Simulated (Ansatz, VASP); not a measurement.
# Two plane-wave programs on VN2

Contents of INCAR:

```
PREC = Accurate
ENCUT = 520
EDIFF = 1E-6
ISMEAR = 0
SIGMA = 0.15
LREAL = F
LASPH = T
NELM = 80
ALGO = Normal
ISIF = 2
LWAVE = F
LCHARG = F
GGA = PE
NBANDS = 32
```

The input KPOINTS:

```
regular mesh
0
Gamma
  16 16 16
```

File POSCAR:

```
VN2
1.0
   -2.0456815399      2.0456815399      2.4842410755
    2.0456815399     -2.0456815399      2.4842410755
    2.0456815399      2.0456815399     -2.4842410755
V N
2 4
Direct
    0.2500000000      0.2500000000      0.0000000000
    0.7500000000      0.7500000000      0.0000000000
    0.1135731475      0.6135731475      0.7271462950
    0.6135731475      0.8864268525      0.5000000000
    0.8864268525      0.3864268525      0.2728537050
    0.3864268525      0.1135731475      0.5000000000
```

Input for Ansatz:

```yaml
crystal:
  lattice:
    - [-2.0456815399, 2.0456815399, 2.4842410755]
    - [2.0456815399, -2.0456815399, 2.4842410755]
    - [2.0456815399, 2.0456815399, -2.4842410755]
  atoms:
    - { symbol: V, position: [0.25, 0.25, 0.0] }
    - { symbol: V, position: [0.75, 0.75, 0.0] }
    - { symbol: "N", position: [0.1135731475, 0.6135731475, 0.727146295] }
    - { symbol: "N", position: [0.6135731475, 0.8864268525, 0.5] }
    - { symbol: "N", position: [0.8864268525, 0.3864268525, 0.272853705] }
    - { symbol: "N", position: [0.3864268525, 0.1135731475, 0.5] }
basis:
  ecutwfc: 420
kpoints:
  mp_grid: { grid: [16, 16, 16] }
hamiltonian:
  xc: pbe
scf:
  occupations: { method: gaussian, width: 0.15 }
output:
  forces: true
  stress: true
  eigenvalues: true
```

Change from the starting cell: strain -0.050 along x and y, +0.000 along z, atoms carried along.

Alike in both runs: task single point; functional PBE; k mesh 16 × 16 × 16; occupations gaussian, width 0.15 eV; no spin polarisation.

|  | VASP | Ansatz |
| --- | --- | --- |
| version | VASP 6.6.1 | Ansatz 0.2.0 |
| potentials or method | VASP PAW PBE potentials, release 64 (V_sv, N), cutoff 520 eV | scalar-relativistic, plane waves, PAW |
| valence electrons in the cell | 46 | 46 |

|  | VASP | Ansatz | Ansatz less VASP |
| --- | --- | --- | --- |
| gap on the k mesh at the Fermi level (eV) | none | none | - |
| pressure (GPa) | 45.9 | 44.7 | -1.14 |
| traceless stress, the component that is largest in VASP (GPa) | -22.55 | -22.35 | +0.199 |
| rms of the force components (eV/Å) | 0.640 | 0.611 | -0.0291 |

Atom by atom the forces differ by 0.029 eV/Å (rms over components). A gap of «none» marks a metal or a gap that the smearing closes. Both programs put the cell under a high pressure, so it lies far from rest at this level.
